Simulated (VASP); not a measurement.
Input of a VASP 6.6.1 run:

The input INCAR:

```
SYSTEM = Zr
PREC     = Accurate       ! precision mode
ENCUT    = 520            ! plane-wave cutoff, eV
EDIFF    = 1E-6           ! SCF threshold, eV
ISMEAR   = -1             ! smearing method
SIGMA    = 0.05           ! smearing width, eV
LREAL    = .FALSE.        ! projectors in reciprocal space
LASPH    = .TRUE.         ! aspherical terms in the spheres
NELM     = 60             ! most SCF steps
ALGO     = Normal         ! electronic algorithm
ISIF     = 2              ! what is computed and relaxed
LWAVE    = .FALSE.        ! write WAVECAR
LCHARG   = .FALSE.        ! write CHGCAR
GGA      = PE             ! functional
NBANDS   = 19             ! bands
```

KPOINTS

```
regular mesh
0
G
  15 15 8
  0 0 0
```

The input POSCAR:

```
Zr
1.0
    3.0181727909      0.0000000000      0.0000000000
   -1.5090863955      2.6138143099      0.0000000000
    0.0000000000      0.0000000000      4.9800217741
Zr
2
Direct
    0.3333333333      0.6666666667      0.2500000000
    0.6666666667      0.3333333333      0.7500000000
```

Potentials or basis: VASP PAW PBE potentials, release 64 (Zr_sv).

The run is started by

```sh
$ cat potpaw_PBE.64/Zr_sv/POTCAR > POTCAR
$ mpirun -np 1 vasp_std > vasp.out
```

(1) Estimate the pressure.

(2) What does it give for the band gap on the k mesh?

## Answers

(1) 21.0 GPa.

(2) zero (band 12 reaches 12.10 eV, above the bottom of band 13 at 10.64 eV).
